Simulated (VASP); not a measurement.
Write the native input for VASP 6.6.1 that does the following.

| Property | Result |
| --- | --- |
| Task | single point |
| Functional | PBE |
| Potentials or basis | VASP PAW PBE potentials, release 64 (Si, C) |
| Cutoff | 520 eV |
| k mesh | 12 × 12 × 6 |
| Occupations | gaussian, width 0.05 eV |
| Spin | no spin polarisation |
| Dipole correction | no |
| Further INCAR settings | ALGO = Normal; EDIFF = 1e-06; NBANDS = 16 |

The structure of SiC lies in POSCAR:

```
SiC
1.0
    3.1200190218      0.0000000000      0.0000000000
   -1.5600095109      2.7020157332      0.0000000000
    0.0000000000      0.0000000000      4.9832943816
Si C
2 2
Direct
    0.3333333333      0.6666666667      0.0045639005
    0.6666666667      0.3333333333      0.5045639005
    0.3333333333      0.6666666667      0.3356973251
    0.6666666667      0.3333333333      0.8356973251
```

This cell differs from its parent crystal: c/a of the conventional cell at fixed volume 1.5972.

The input as run:

INCAR

```
PREC = Accurate
ENCUT = 520
EDIFF = 1E-6
ISMEAR = 0
SIGMA = 0.05
LREAL = F
LASPH = T
NELM = 100
ALGO = Normal
ISIF = 2
LWAVE = F
LCHARG = F
GGA = PE
NBANDS = 16
```

KPOINTS

```
regular mesh
0
Gamma
  12 12 6
```

Potentials or basis: VASP PAW PBE potentials, release 64 (Si, C).

The run is started by

```sh
$ cat potpaw_PBE.64/Si/POTCAR potpaw_PBE.64/C/POTCAR > POTCAR
$ mpirun -np 1 vasp_std > vasp.out
```

Results of the run:

```
Pressure               : 10.9 GPa
Largest force          : 7.125 eV/Å
Band gap on the k mesh : 1.00 eV, indirect (least direct gap 3.30 eV)
```

Caveat: forces of over 1 eV/Å act on the atoms, so gaps and moduli don't describe the material at rest.

Wall time 27 s on 1 thread of Intel Xeon 6975P-C (shared host), peak memory 0.18 GiB.
